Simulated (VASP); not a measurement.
Here is a VASP 6.6.1 calculation.

Contents of INCAR:

```
SYSTEM = Ag
  PREC = Accurate
  ENCUT = 520
  EDIFF = 1E-6
  ISMEAR = 0
  SIGMA = 0.3
  LREAL = .False.
  LASPH = .True.
  NELM = 100
  ALGO = Fast
  ISIF = 2
  LWAVE = .False.
  LCHARG = .False.
  GGA = PE
  NBANDS = 12
```

Contents of KPOINTS:

```
Automatic mesh
0
Gamma
  44 44 44
  0 0 0
```

POSCAR

```
Ag
1.0
    0.0000000000      2.0740990153      2.0740990153
    2.0740990153      0.0000000000      2.0740990153
    2.0740990153      2.0740990153      0.0000000000
Ag
1
Direct
    0.0000000000      0.0000000000      0.0000000000
```

Potentials or basis: VASP PAW PBE potentials, release 64 (Ag).

Command:

```sh
$ cat potpaw_PBE.64/Ag/POTCAR > POTCAR
$ mpirun -np 1 vasp_std > vasp.out
```

Task: Predict the pressure.

Result: -0.1 GPa.
